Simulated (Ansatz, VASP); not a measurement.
**MnS: VASP beside Ansatz**

Contents of INCAR:

```
  ALGO = Normal
  EDIFF = 1E-6
  ENCUT = 680
  GGA = PE
  GGA_COMPAT = False
  ISIF = 2
  ISMEAR = -1
  ISPIN = 2
  LASPH = True
  LCHARG = False
  LMAXMIX = 4
  LORBIT = 11
  LREAL = False
  LWAVE = False
  MAGMOM = 2 2 0 0
  NBANDS = 33
  NELM = 200
  NUPDOWN = 4.0
  PREC = Accurate
  SIGMA = 0.05
```

Contents of KPOINTS:

```
k-points
0
Gamma
  7 7 4
```

File POSCAR:

```
MnS
1.0
    3.9535769233      0.0000000000      0.0000000000
   -1.9767884617      3.4238980514      0.0000000000
    0.0000000000      0.0000000000      6.3425288600
Mn S
2 2
Direct
    0.6666666667      0.3333333333      0.4988446700
    0.3333333333      0.6666666667      0.9988446700
    0.3333333333      0.6666666667      0.6261543000
    0.6666666667      0.3333333333      0.1261543000
```

File input.yaml:

```yaml
crystal:
  lattice:
    - [3.9535769233, 0.0, 0.0]
    - [-1.9767884617, 3.4238980514, 0.0]
    - [0.0, 0.0, 6.34252886]
  atoms:
    - { symbol: Mn, position: [0.6666666667, 0.3333333333, 0.49884467], spin: 2.0 }
    - { symbol: Mn, position: [0.3333333333, 0.6666666667, 0.99884467], spin: 2.0 }
    - { symbol: S, position: [0.3333333333, 0.6666666667, 0.6261543] }
    - { symbol: S, position: [0.6666666667, 0.3333333333, 0.1261543] }
hamiltonian:
  xc: pbe
  pseudopotentials: { kind: paw }
magnetization:
  spin_polarized: true
  initial_magnetization: 4.0
  spin_locking: { lock_magnetization: hard }
kpoints:
  mp_grid: { grid: [7, 7, 4] }
scf:
  occupations: { method: fermi_dirac, width: 0.05 }
  lower_state_search: "off"
output:
  forces: true
  stress: true
  eigenvalues: true
```

Alike in both runs: task single point; functional PBE; k mesh 7 × 7 × 4; occupations fermi-dirac, width 0.05 eV; collinear spin; fixed moment 4 μB.

|  | VASP | Ansatz |
| --- | --- | --- |
| version | VASP 6.6.1 | Ansatz 0.2.0 |
| potentials or method | VASP PAW PBE potentials, release 64 (Mn_sv, S) | Ansatz PAW |
| plane-wave cutoff (eV) | 680 | 420 |
| valence electrons in the cell | 42 | 42 |

```csv
,VASP,Ansatz,Ansatz less VASP
pressure (GPa),-15.9,-15.7,+0.26
"traceless stress, the component that is largest in VASP (GPa)",0.83,0.84,+0.003
rms of the force components (eV/Å),0.009,0.008,-0.0010
net moment per atom (μB),1.00,1.00,0.000
size of the moment on the site where the two differ most (μB),1.97,1.98,+0.003
```

Site moments also hang on the region over which each program counts them. Atom by atom the forces differ by 0.001 eV/Å (rms over components).
